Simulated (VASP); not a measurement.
# MnPt2 (P-3m1) in VASP: further runs

Aim: see how the results for MnPt2 move with the level of theory and the settings. Levels: PBE, PBEsol, LDA. Tasks: single point.

Program: VASP 6.6.1. These are calculated values, not measurements. Logs are shortened: lines on timing, memory, paths and dates and some standing lists are left out, and cuts for length are marked.

### 1 The cell of the first run

The structure is trigonal, space group P-3m1 (No. 164). Conventional cell: a = 2.858 Å, b = 2.858 Å, c = 6.533 Å, α = 90.00°, β = 90.00°, γ = 120.00°. Within 3.5 Å of Pt (site symmetry 3m) lie 3 Mn at 2.64 Å and 9 Pt at 2.86 to 2.91 Å. Within 3.5 Å of Mn (site symmetry -3m) lie 6 Pt at 2.64 Å and 6 Mn at 2.86 Å.

### 2 Single point, PBE, collinear spin, ferromagnetic start

INCAR

```
PREC = Accurate ; ENCUT = 500
EDIFF = 1E-6 ; ISMEAR = -1
SIGMA = 0.1 ; LREAL = F
LASPH = T ; NELM = 200
ALGO = Normal ; ISIF = 2
LWAVE = F ; LCHARG = F
ISPIN = 2 ; MAGMOM = 0 0 4
LORBIT = 11 ; LMAXMIX = 4
GGA = PE ; NBANDS = 28
GGA_COMPAT = F
```

KPOINTS

```
Automatic mesh
0
Gamma
  15 15 6
```

POSCAR

```
MnPt2
1.0
    2.8584044518      0.0000000000      0.0000000000
   -1.4292022259      2.4754508696      0.0000000000
    0.0000000000      0.0000000000      6.5325040000
Pt Mn
2 1
Direct
    0.6666666667      0.3333333333      0.3162060000
    0.3333333333      0.6666666667      0.6837940000
    0.0000000000      0.0000000000      0.0000000000
```

Potentials or basis: VASP PAW PBE potentials, release 64 (Pt, Mn_pv).

Started as:

```bash
> cat potpaw_PBE.64/Pt/POTCAR potpaw_PBE.64/Mn_pv/POTCAR > POTCAR
> mpirun -np 1 vasp_std > vasp.out
```

OUTCAR:

```text
PREC = Accurate
   ENCUT = 500
   EDIFF = 1E-6
   ISMEAR = -1
   LREAL = F
   LASPH = T
   NELM = 200
   ISIF = 2
   ISPIN = 2
   LORBIT = 11
   GGA = PE

 ion  position               nearest neighbor table
   1  0.667  0.333  0.316-   3 2.64   3 2.64   3 2.64   2 2.91   2 2.91   2 2.91
   2  0.333  0.667  0.684-   3 2.64   3 2.64   3 2.64   1 2.91   1 2.91   1 2.91
   3  0.000  0.000  0.000-   1 2.64   2 2.64   1 2.64   2 2.64   1 2.64   2 2.64

  LATTYP: Found a hexagonal cell.
 ALAT       =     2.8584044518
 C/A-ratio  =     2.2853672775

  Lattice vectors:

 A1 = (   2.8584044518,   0.0000000000,   0.0000000000)
 A2 = (  -1.4292022259,   2.4754508696,   0.0000000000)
 A3 = (   0.0000000000,   0.0000000000,   6.5325040000)

Analysis of symmetry for initial positions (statically):
=====================================================================
 Subroutine PRICEL returns:
 Original cell was already a primitive cell.

 Routine SETGRP: Setting up the symmetry group for a
 hexagonal supercell.

 Subroutine GETGRP returns: Found 12 space group operations
 (whereof 12 operations were pure point group operations)
 out of a pool of 24 trial point group operations.

The static configuration has the point symmetry D_3d.

Analysis of symmetry for dynamics (positions and initial velocities):
=====================================================================
 Subroutine PRICEL returns:
 Original cell was already a primitive cell.

 Routine SETGRP: Setting up the symmetry group for a
 hexagonal supercell.

 Subroutine GETGRP returns: Found 12 space group operations
 (whereof 12 operations were pure point group operations)
 out of a pool of 24 trial point group operations.

The dynamic configuration has the point symmetry D_3d.

Analysis of structural, dynamic, and magnetic symmetry:
=====================================================================
 Subroutine PRICEL returns:
 Original cell was already a primitive cell.

 Routine SETGRP: Setting up the symmetry group for a
 hexagonal supercell.

 Subroutine GETGRP returns: Found 12 space group operations
 (whereof 12 operations were pure point group operations)
 out of a pool of 24 trial point group operations.

The overall configuration has the point symmetry D_3d.

 Subroutine INISYM returns: Found 12 space group operations
 (whereof 12 operations are pure point group operations),
 and found     1 'primitive' translations

[... 121 lines left out ...]
   GGA     = PE    functional components
   LHFCALC =     F    Hartree Fock is set to
   AEXX    =    0.0000 exact exchange contribution
   IVDW    =     0    specifies the selected vdW correction
   LEPSILON=     F    determine dielectric tensor
   LRPA    =     F    only Hartree local field effects (RPA)
 spin polarized calculation
  energy-cutoff  :      500.00
  volume of cell :       46.22
 maximum number of plane-waves:      1188
 NGX is ok and might be reduce to    24
   NGX = 11   NGY = 11   NGZ = 23

 number of electron      33.0000009 magnetization       4.4286149

 Free energy of the ion-electron system (eV)
  ---------------------------------------------------
  ext. energy  EPLUGINS =         0.00000000
  ---------------------------------------------------
  free energy    TOTEN  =       -21.80688171 eV

  energy without entropy =      -21.71377150  energy(sigma->0) =      -21.76032661

 E-fermi :   9.5267     XC(G=0): -12.8453

 val. band max:        9.5250862056   @ k =  -0.1333   0.3333   0.3333
 cond. band min:       9.5284795834   @ k =   0.4667  -0.0000   0.5000
 fundamental gap:      0.0033933778
 Fermi energy:         9.5267323915

 spin component 1

 k-point     1 :       0.0000    0.0000    0.0000
  band No.  band energies     occupation
      1     -40.2518      1.00000
      2     -40.2275      1.00000
      3     -40.2275      1.00000
      4       0.2482      1.00000
      5       2.5701      1.00000
      6       3.7103      1.00000
[... 733 lines left out ...]
     27      21.5907      0.00000
     28      23.5922      0.00000

 [... further k-points ...]

 spin component 2

 k-point     1 :       0.0000    0.0000    0.0000
  band No.  band energies     occupation
      1     -36.3325      1.00000
      2     -36.2223      1.00000
      3     -36.2223      1.00000
      4       0.4845      1.00000
      5       2.6991      1.00000
      6       4.4746      1.00000
[... 733 lines left out ...]
     27      22.3242      0.00000
     28      24.1102      0.00000

 [... further k-points ...]

------------------------ aborting loop because EDIFF is reached ----------------------------------------

  FORCE on cell =-STRESS in cart. coord.  units (eV):
  Direction    XX          YY          ZZ          XY          YZ          ZX
  --------------------------------------------------------------------------------------
  -------------------------------------------------------------------------------------
  Total       -0.4620401     -0.4620401      0.0575688      0.0000000      0.0000000      0.0000000
  in kB      -16.0152086    -16.0152086      1.9954455      0.0000000      0.0000000      0.0000000
  external PRESSURE =     -10.0116573 kB  Pullay stress =       0.0000000 kB

 VOLUME and BASIS-vectors are now :
 -----------------------------------------------------------------------------
  energy-cutoff  :      500.00
  volume of cell :       46.22
      direct lattice vectors                 reciprocal lattice vectors
     2.858404452  0.000000000  0.000000000     0.349845523  0.201983407  0.000000000
    -1.429202226  2.475450870  0.000000000     0.000000000  0.403966814  0.000000000
     0.000000000  0.000000000  6.532504000     0.000000000  0.000000000  0.153080656

 POSITION                                       TOTAL-FORCE (eV/Angst)
 -----------------------------------------------------------------------------------
      1.42920      0.82515      2.06562         0.000000      0.000000      0.032299
     -0.00000      1.65030      4.46689         0.000000     -0.000000     -0.032299
      0.00000      0.00000      0.00000        -0.000000      0.000000      0.000000
 -----------------------------------------------------------------------------------
    total drift:                                0.000000     -0.000000     -0.000000

  FREE ENERGIE OF THE ION-ELECTRON SYSTEM (eV)
  ---------------------------------------------------
  free  energy   TOTEN  =       -21.8068817134 eV

  energy  without entropy=      -21.7137715009  energy(sigma->0) =      -21.76032661

 total charge

# of ion       s       p       d       tot
------------------------------------------
    1        0.650   0.533   8.043   9.227
    2        0.650   0.533   8.043   9.227
    3        0.320   6.265   4.964  11.549
--------------------------------------------------
tot          1.620   7.331  21.051  30.002

 magnetization (x)

# of ion       s       p       d       tot
------------------------------------------
    1       -0.017  -0.002   0.287   0.268
    2       -0.017  -0.002   0.287   0.268
    3        0.017   0.025   3.674   3.716
--------------------------------------------------
tot         -0.016   0.020   4.249   4.252
```

OSZICAR:

```text
N       E                     dE             d eps       ncg     rms          rms(c)
DAV:   1     0.274254365406E+03    0.27425E+03   -0.16651E+04 16516   0.123E+03
DAV:   2    -0.114548244699E+02   -0.28571E+03   -0.26595E+03 16676   0.339E+02
DAV:   3    -0.231972754919E+02   -0.11742E+02   -0.11430E+02 18300   0.751E+01
DAV:   4    -0.233293572183E+02   -0.13208E+00   -0.13197E+00 18464   0.783E+00
DAV:   5    -0.233317338917E+02   -0.23767E-02   -0.23766E-02 18088   0.108E+00    0.183E+01
DAV:   6    -0.242018253093E+02   -0.87009E+00   -0.13521E+01 17740   0.379E+01    0.213E+01
DAV:   7    -0.222685771085E+02    0.19332E+01   -0.11113E+01 19584   0.444E+01    0.120E+01
DAV:   8    -0.216578554313E+02    0.61072E+00   -0.18280E+00 18260   0.954E+00    0.522E+00
DAV:   9    -0.217717549426E+02   -0.11390E+00   -0.18093E-01 18412   0.333E+00    0.322E+00
DAV:  10    -0.217899866144E+02   -0.18232E-01   -0.95514E-02 18900   0.282E+00    0.156E+00
DAV:  11    -0.218046591197E+02   -0.14673E-01   -0.25097E-02 17912   0.135E+00    0.611E-01
DAV:  12    -0.218063649820E+02   -0.17059E-02   -0.16072E-03 19204   0.344E-01    0.333E-01
DAV:  13    -0.218067802078E+02   -0.41523E-03   -0.54255E-04 18640   0.263E-01    0.134E-01
DAV:  14    -0.218068752955E+02   -0.95088E-04   -0.20107E-04 18204   0.116E-01    0.386E-02
DAV:  15    -0.218068814598E+02   -0.61643E-05   -0.27599E-05 17656   0.576E-02    0.118E-02
DAV:  16    -0.218068817134E+02   -0.25363E-06   -0.23135E-06 15212   0.126E-02
   1 F= -.21806882E+02 E0= -.21760327E+02  d E =-.931102E-01  mag=     4.4298
```

stdout:

```text
POSCAR found type information on POSCAR PtMn
 POSCAR found :  2 types and       3 ions
 scaLAPACK will be used
 LDA part: xc-table for (Slater+PW92), standard interpolation
 POSCAR, INCAR and KPOINTS ok, starting setup
 FFT: planning ... GRIDC
 FFT: planning ... GRID_SOFT
 FFT: planning ... GRID
 WAVECAR not read
 entering main loop
```

Wall time 9.6 min (1 thread of Intel Xeon 8259CL, shared host); peak memory 0.39 GiB.

Results:

| Item | Value |
| --- | --- |
| Free energy | -21.8069 eV |
| Pressure | -1.0 GPa |
| Largest force | 0.032 eV/Å |
| Net moment | 4.43 μB per cell |
| Site moments | Pt +0.27; Mn +3.72 μB |
| Valence electrons inside the program's atomic spheres | Pt 9.23; Mn 11.55 |

Forces on the atoms (eV/Å):
```
Pt   0.000  0.000  0.032
Pt   0.000  0.000 -0.032
Mn   0.000  0.000  0.000
```

Levels at points of the mesh, in eV from the Fermi level:
Spin up:
| k point | band 17 | band 18 | band 19 | band 20 | band 21 | band 22 |
| --- | --- | --- | --- | --- | --- | --- |
| (0.00, 0.00, 0.00) | -1.57 | -1.07 | -1.07 | -0.81 | -0.81 | 10.08 |
| (0.00, 0.00, 0.50) | -1.75 | -1.75 | -0.13 | -0.13 | 0.28 | 6.07 |
Spin down:
| k point | band 13 | band 14 | band 15 | band 16 | band 17 | band 18 |
| --- | --- | --- | --- | --- | --- | --- |
| (0.00, 0.00, 0.00) | -1.87 | -1.87 | -0.92 | -0.92 | 0.71 | 1.32 |
| (0.00, 0.00, 0.50) | -1.58 | -1.43 | -1.43 | 0.28 | 0.51 | 1.38 |

Caveat: spin-orbit coupling is left out, which moves the levels of the heavy elements.

### 3 Single point, PBEsol, non-collinear spin, typed start, spin-orbit coupling

INCAR

```
  ALGO = Normal
  EDIFF = 1E-6
  ENCUT = 520
  GGA = PS
  GGA_COMPAT = F
  ISIF = 2
  ISMEAR = -1
  LASPH = T
  LCHARG = T
  LMAXMIX = 4
  LNONCOLLINEAR = T
  LORBIT = 11
  LORBMOM = T
  LREAL = F
  LSORBIT = T
  LVHAR = T
  LWAVE = F
  MAGMOM = 0 0 0 0 0 0 2.828 2.828 0
  NBANDS = 46
  NELM = 150
  PREC = Accurate
  SIGMA = 0.05
```

KPOINTS

```
k-points
0
Gamma
  8 8 3
```

POSCAR is that of step 2.

Potentials or basis: VASP PAW PBE potentials, release 64 (Pt, Mn_pv).

Started as:

```bash
> cat potpaw_PBE.64/Pt/POTCAR potpaw_PBE.64/Mn_pv/POTCAR > POTCAR
> mpirun -np 1 vasp_ncl > vasp.out
```

It took 29 min on 1 thread of AMD EPYC 7R43 (Zen 3), shared host; peak memory 0.48 GiB.

It converged, with:

```yaml
Free_energy: -24.6932 eV
Pressure: -10.0 GPa
Largest_force: 0.059 eV/Å
Net_moment: 4.32 μB per cell
Valence_electrons_inside_the_program's_atomic_spheres: Pt 9.20; Mn 11.55
```

Forces in eV/Å, atoms in the order of the input:
```
Pt   0.000  0.000  0.059
Pt   0.000  0.000 -0.059
Mn   0.000  0.000  0.000
```

Stress tensor (GPa, compression positive):
```
-10.15   0.08   0.00
  0.08 -10.15   0.00
  0.00   0.00  -9.59
```

Moments on the atoms (μB; x, y, z):
```
Pt  0.17 0.17 0.00
Pt  0.17 0.17 0.00
Mn  2.59 2.59 0.00
```

Caveat: the cell stands under tension; the PAW data sets were made with another functional, which shifts forces and pressure a little.

### 4 Single point, PBEsol, collinear spin, ferromagnetic start

This run uses another cell than the first one, of 15.72 Å³/atom.

INCAR

```
PREC = Accurate
ENCUT = 520
EDIFF = 1E-7
ISMEAR = -1
SIGMA = 0.05
LREAL = F
LASPH = T
NELM = 150
ALGO = Normal
ISIF = 2
LWAVE = F
LCHARG = F
ISPIN = 2
MAGMOM = 0 0 4
LORBIT = 11
LMAXMIX = 4
GGA = PS
NBANDS = 28
```

KPOINTS

```
regular mesh
0
Gamma
  11 11 4
```

POSCAR

```
MnPt2
1.0
    2.8773348343      0.0000000000      0.0000000000
   -1.4386674171      2.4918450617      0.0000000000
    0.0000000000      0.0000000000      6.5757668767
Pt Mn
2 1
Direct
    0.6666666667      0.3333333333      0.3162060000
    0.3333333333      0.6666666667      0.6837940000
    0.0000000000      0.0000000000      0.0000000000
```

Started as:

```bash
> cat potpaw_PBE.64/Pt/POTCAR potpaw_PBE.64/Mn_pv/POTCAR > POTCAR
> mpirun -np 1 vasp_std > vasp.out
```

Run time: 66 s. Hardware: 1 thread of Intel Xeon 6975P-C (Granite Rapids), shared host; peak memory 0.27 GiB.

Results (log left out):

```yaml
Free_energy: -23.8932 eV
Pressure: -12.3 GPa
Net_moment: 4.59 μB per cell
Site_moments: Pt +0.30; Mn +3.79 μB
Valence_electrons_inside_the_program's_atomic_spheres: Pt 9.17; Mn 11.52
```

Stress tensor (GPa, compression positive):
```
-13.10   0.00   0.00
  0.00 -13.10   0.00
  0.00   0.00 -10.75
```

Levels at points of the mesh, in eV from the Fermi level:
Spin up:
| k point | band 15 | band 16 | band 17 | band 18 | band 19 | band 20 | band 21 | band 22 | band 23 | band 24 |
| --- | --- | --- | --- | --- | --- | --- | --- | --- | --- | --- |
| (0.00, 0.00, 0.00) | -2.16 | -1.57 | -1.57 | -1.04 | -1.04 | -0.83 | -0.83 | 9.87 | 10.91 | 14.95 |
| (0.00, 0.00, 0.50) | -1.74 | -1.74 | -1.71 | -1.71 | -0.16 | -0.16 | 0.22 | 5.87 | 14.26 | 14.79 |
Spin down:
| k point | band 13 | band 14 | band 15 | band 16 | band 17 | band 18 |
| --- | --- | --- | --- | --- | --- | --- |
| (0.00, 0.00, 0.00) | -1.79 | -1.79 | -0.87 | -0.87 | 0.74 | 1.35 |
| (0.00, 0.00, 0.50) | -1.51 | -1.35 | -1.35 | 0.32 | 0.52 | 1.39 |

Caveat: the cell stands under tension; the PAW data sets were made with another functional, which shifts forces and pressure a little; spin-orbit coupling is left out, which moves the levels of the heavy elements.

### 5 Single point, LDA, collinear spin, ferromagnetic start

This run uses another cell than the first one, of 16.02 Å³/atom.

INCAR

```
SYSTEM = MnPt2
PREC     = Accurate       ! precision mode
ENCUT    = 520            ! plane-wave cutoff, eV
EDIFF    = 1E-6           ! SCF threshold, eV
ISMEAR   = -1             ! smearing method
SIGMA    = 0.05           ! smearing width, eV
LREAL    = .FALSE.        ! projectors in reciprocal space
LASPH    = .TRUE.         ! aspherical terms in the spheres
NELM     = 150            ! most SCF steps
ALGO     = Normal         ! electronic algorithm
ISIF     = 2              ! what is computed and relaxed
LWAVE    = .FALSE.        ! write WAVECAR
LCHARG   = .FALSE.        ! write CHGCAR
ISPIN    = 2              ! spin polarisation
MAGMOM   = 0 0 4          ! initial moments
LORBIT   = 11             ! projections on sites
LMAXMIX  = 4              ! l up to which the mixer works
GGA      = CA             ! functional
NBANDS   = 28             ! bands
```

KPOINTS

```
regular mesh
0
G
  11 11 4
  0 0 0
```

POSCAR

```
MnPt2
1.0
    2.8960193503      0.0000000000      0.0000000000
   -1.4480096751      2.5080263272      0.0000000000
    0.0000000000      0.0000000000      6.6184678581
Pt Mn
2 1
Direct
    0.6666666667      0.3333333333      0.3162060000
    0.3333333333      0.6666666667      0.6837940000
    0.0000000000      0.0000000000      0.0000000000
```

Potentials or basis: VASP PAW LDA potentials, release 64 (Pt, Mn_pv).

Started as:

```bash
> cat potpaw_LDA.64/Pt/POTCAR potpaw_LDA.64/Mn_pv/POTCAR > POTCAR
> mpirun -np 1 vasp_std > vasp.out
```

Run time: 55 s. Hardware: 1 thread of Intel Xeon 6975P-C (Granite Rapids), shared host; peak memory 0.25 GiB.

The run converged. Its results:

```yaml
Free_energy: -24.7423 eV
Pressure: -20.8 GPa
Largest_force: 0.168 eV/Å
Net_moment: 4.39 μB per cell
Site_moments: Pt +0.27; Mn +3.65 μB
Valence_electrons_inside_the_program's_atomic_spheres: Pt 9.14; Mn 11.52
```

Forces on the atoms (eV/Å):
```
Pt   0.000  0.000 -0.168
Pt   0.000  0.000  0.168
Mn   0.000  0.000  0.000
```

Stress tensor (GPa, compression positive):
```
-21.32   0.00   0.00
  0.00 -21.32   0.00
  0.00   0.00 -19.69
```

Levels at points of the mesh, in eV from the Fermi level:
Spin up:
```tsv
k point	band 17	band 18	band 19	band 20	band 21	band 22
(0.00, 0.00, 0.00)	-1.38	-1.00	-1.00	-0.70	-0.70	9.82
(0.00, 0.00, 0.50)	-1.53	-1.53	-0.08	-0.08	0.36	5.84
```
Spin down:
| k point | band 11 | band 12 | band 13 | band 14 | band 15 | band 16 | band 17 | band 18 | band 19 | band 20 |
| --- | --- | --- | --- | --- | --- | --- | --- | --- | --- | --- |
| (0.00, 0.00, 0.00) | -2.59 | -2.18 | -1.76 | -1.76 | -0.84 | -0.84 | 0.58 | 1.16 | 1.16 | 1.98 |
| (0.00, 0.00, 0.50) | -2.88 | -1.47 | -1.47 | -1.33 | -1.33 | 0.16 | 0.68 | 1.19 | 1.19 | 2.14 |

Caveat: the cell stands under tension; spin-orbit coupling is left out, which moves the levels of the heavy elements.

### 6 Single point, PBEsol, collinear spin, ferromagnetic start

This run uses another cell than the first one, of 16.02 Å³/atom.

INCAR

```
SYSTEM = MnPt2
PREC = Accurate
ENCUT = 520
EDIFF = 1E-6
ISMEAR = -1
SIGMA = 0.05
LREAL = .False.
LASPH = .True.
NELM = 150
ALGO = Fast
ISIF = 2
LWAVE = .False.
LCHARG = .True.
ISPIN = 2
MAGMOM = 0 0 4
LORBIT = 11
LMAXMIX = 4
GGA = PS
LELF = .True.
LVHAR = .True.
NBANDS = 28
```

KPOINTS

```
regular mesh
0
Gamma
  11 11 4
  0 0 0
```

POSCAR is that of step 5.

Potentials or basis: VASP PAW PBE potentials, release 64 (Pt, Mn_pv).

Started as:

```bash
> cat potpaw_PBE.64/Pt/POTCAR potpaw_PBE.64/Mn_pv/POTCAR > POTCAR
> mpirun -np 1 vasp_std > vasp.out
```

It took 70 s on 1 thread of Intel Xeon 6975P-C (Granite Rapids), shared host; peak memory 0.27 GiB.

The run converged. Its results:

```yaml
Free_energy: -23.8148 eV
Pressure: -15.1 GPa
Largest_force: 0.040 eV/Å
Net_moment: 4.63 μB per cell
Site_moments: Pt +0.30; Mn +3.83 μB
Valence_electrons_inside_the_program's_atomic_spheres: Pt 9.13; Mn 11.50
```

Forces in eV/Å, atoms in the order of the input:
```
Pt   0.000  0.000 -0.040
Pt   0.000  0.000  0.040
Mn   0.000  0.000  0.000
```

Stress tensor (GPa, compression positive):
```
-15.65   0.00   0.00
  0.00 -15.65   0.00
  0.00   0.00 -13.87
```

Levels at points of the mesh, in eV from the Fermi level:
Spin up:
```csv
k point,band 17,band 18,band 19,band 20,band 21,band 22
"(0.00, 0.00, 0.00)",-1.57,-1.02,-1.02,-0.85,-0.85,9.73
"(0.00, 0.00, 0.50)",-1.66,-1.66,-0.19,-0.19,0.25,5.71
```
Spin down:
| k point | band 11 | band 12 | band 13 | band 14 | band 15 | band 16 | band 17 | band 18 | band 19 | band 20 |
| --- | --- | --- | --- | --- | --- | --- | --- | --- | --- | --- |
| (0.00, 0.00, 0.00) | -2.59 | -2.26 | -1.74 | -1.74 | -0.84 | -0.84 | 0.78 | 1.36 | 1.36 | 2.18 |
| (0.00, 0.00, 0.50) | -2.86 | -1.47 | -1.47 | -1.30 | -1.30 | 0.36 | 0.55 | 1.40 | 1.40 | 2.33 |

Caveat: the cell stands under tension; the PAW data sets were made with another functional, which shifts forces and pressure a little; spin-orbit coupling is left out, which moves the levels of the heavy elements.

(Part 1 of 2 ends here.)
